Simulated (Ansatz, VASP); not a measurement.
Co: VASP beside Ansatz

```
Co
1.0
     0.00000    1.75258    1.75258
     1.75258    0.00000    1.75258
     1.75258    1.75258    0.00000
Co
1
Direct
  0.00000 0.00000 0.00000
```

Alike in both runs: task single point; functional LDA; k mesh 18 × 18 × 18; occupations fermi-dirac, width 0.1 eV; no spin polarisation.

```csv
,VASP,Ansatz
version,VASP 6.6.1,Ansatz 0.2.0
potentials or method,"VASP PAW LDA potentials, release 64 (Co), cutoff 520 eV","plane waves (420 eV) with PAW, scalar-relativistic"
valence electrons in the cell,9,17
```

|  | VASP | Ansatz | Ansatz less VASP |
| --- | --- | --- | --- |
| pressure (GPa) | -27.2 | -27.0 | +0.21 |

Ansatz warns that its potentials were made for another functional, while VASP's fit it. LDA's correlation is that of Perdew and Zunger in VASP and of Perdew and Wang (1992) in Ansatz. VASP's potentials hold 9 valence electrons a cell and Ansatz's 17, so a difference there can come from the potentials and not from the codes.
